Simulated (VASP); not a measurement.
HfSi7O16 (a cell with a defect), 24 atoms in the cell. The cell holds a defect, 24 atoms: a = 7.108 Å, b = 7.108 Å, c = 7.372 Å, α = 90.00°, β = 90.00°, γ = 90.00°. 

```yaml
Program: VASP 6.6.1
Task: relaxation of the atoms
Functional: PBE
Potentials_or_basis: VASP PAW PBE potentials, release 64 (Hf_pv, Si, O)
Cutoff: 520 eV
k_mesh: 2 × 2 × 2, shifted
Occupations: gaussian, width 0.02 eV
Spin: no spin polarisation
Dipole_correction: no
Further_INCAR_settings: LREAL = Auto; ALGO = Normal; EDIFF = 1e-06; IBRION = 2; EDIFFG = -0.03; NSW = 60
```

Potentials or basis: VASP PAW PBE potentials, release 64 (Hf_pv, Si, O).

The run is started by

```sh
$ cat potpaw_PBE.64/Hf_pv/POTCAR potpaw_PBE.64/Si/POTCAR potpaw_PBE.64/O/POTCAR > POTCAR
$ mpirun -np 2 vasp_std > vasp.out
```

Hardware: 2 MPI ranks on Intel(R) Xeon(R) Platinum 8259CL CPU @ 2.50GHz (Skylake/Cascade Lake), on a shared host.

Question: Estimate the wall time of this run.

Answer: Wall time 37 min on 2 MPI ranks on Intel(R) Xeon(R) Platinum 8259CL CPU @ 2.50GHz (Skylake/Cascade Lake), on a shared host, peak memory 0.44 GiB a rank. Counts: scf iterations 408, k points 1, ion steps 49.
